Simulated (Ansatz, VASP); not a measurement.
## Two plane-wave programs on YTlB

File POSCAR:

```
YTlB
1.0
    3.7212490000      6.4453870000      0.0000000000
   -3.7212490000      6.4453870000      0.0000000000
    0.0000000000      0.0000000000      3.6030990000
B Tl Y
3 3 3
Direct
    0.0000000000      0.0000000000      0.5000000000
    0.3333000000      0.3334000000      0.0000000000
    0.6667000000      0.6666000000      0.0000000000
    0.2450000000      0.7550000000      0.0000000000
    0.7550000000      0.0000000000      0.0000000000
    0.0000000000      0.2450000000      0.0000000000
    0.5850000000      0.4150000000      0.5000000000
    0.4150000000      0.0000000000      0.5000000000
    0.0000000000      0.5850000000      0.5000000000
```

Contents of INCAR.step1:

```
PREC = Accurate
ENCUT = 520
ISMEAR = 1
SIGMA = 0.2036
LREAL = False
LASPH = True
NELM = 60
NBANDS = 50
GGA = PE
ALGO = Normal
EDIFF = 1E-4
LWAVE = True
LCHARG = False
```

Contents of INCAR.step2:

```
PREC = Accurate
ENCUT = 520
EDIFF = 1E-6
ISMEAR = 1
SIGMA = 0.2036
LREAL = False
LASPH = True
NELM = 60
ALGO = Normal
ISIF = 2
LWAVE = False
LCHARG = True
METAGGA = R2SCAN
LMIXTAU = True
LELF = True
LVHAR = True
NBANDS = 50
ISTART = 1
```

The input KPOINTS:

```
regular mesh
0
Gamma
  4 4 7
```

Input for Ansatz:

```yaml
crystal:
  lattice:
    - [3.721249, 6.445387, 0.0]
    - [-3.721249, 6.445387, 0.0]
    - [0.0, 0.0, 3.603099]
  atoms:
    - { symbol: B, position: [0.0, 0.0, 0.5] }
    - { symbol: Tl, position: [0.245, 0.755, 0.0] }
    - { symbol: Tl, position: [0.755, 0.0, 0.0] }
    - { symbol: Tl, position: [0.0, 0.245, 0.0] }
    - { symbol: B, position: [0.3333, 0.3334, 0.0] }
    - { symbol: B, position: [0.6667, 0.6666, 0.0] }
    - { symbol: "Y", position: [0.585, 0.415, 0.5] }
    - { symbol: "Y", position: [0.415, 0.0, 0.5] }
    - { symbol: "Y", position: [0.0, 0.585, 0.5] }
  symmetry: { tolerance: 0.0003 }
kpoints:
  mp_grid: { grid: [4, 4, 7], shift: [0, 0, 0] }
  band_path:
    path:
      - [0.0, 0.0, 0.0]
      - [0.49999992, 0.50000003, 0.0]
      - [0.33333328, 0.66666677, 0.0]
      - [0.0, 0.0, 0.0]
      - [0.0, 0.0, 0.5]
      - [0.49999992, 0.50000003, 0.5]
      - [0.33333328, 0.66666677, 0.5]
      - [0.0, 0.0, 0.5]
      - [0.49999992, 0.50000003, 0.5]
      - [0.49999992, 0.50000003, 0.0]
      - [0.33333328, 0.66666677, 0.5]
    npoints: 6
magnetization:
  spin_polarized: false
scf:
  occupations: { method: cold, width: 0.2036 }
  lower_state_search: "off"
  max_iter: 200
hamiltonian:
  pseudopotentials: { kind: paw }
  xc: r2scan
basis:
  ecutwfc: 500
  fft_grid_basis: typed
output:
  forces: true
  stress: true
  eigenvalues: true
  bader: true
  populations: true
  elf: true
  write_potential: true
  volumetric_format: npy
  dos:
    e_range: [-12, 8]
    de: 0.05
    projected: { site_lists: { B: [B], Tl: [Tl], "Y": ["Y"] } }
checkpoint:
  read: saved_state
```

Alike in both runs: task single point; functional r2SCAN; k mesh 4 × 4 × 7; no spin polarisation.

```csv
,VASP,Ansatz
version,VASP 6.6.1,Ansatz 0.2.0
potentials or method,"VASP PAW PBE potentials, release 64 (B, Tl_d, Y_sv), cutoff 520 eV",PAW plane waves
occupations,"methfessel-paxton of order 1, width 0.2036 eV","cold, width 0.2036 eV"
valence electrons in the cell,81,81
```

|  | VASP | Ansatz | Ansatz less VASP |
| --- | --- | --- | --- |
| pressure (GPa) | 1.1 | 1.1 | -0.05 |
| rms of the force components (eV/Å) | 0.102 | 0.104 | +0.0017 |

VASP's potentials were made for PBE, not for r2SCAN. Ansatz's warnings: structure snapped to symmetry.

Neither program's run includes spin-orbit coupling.
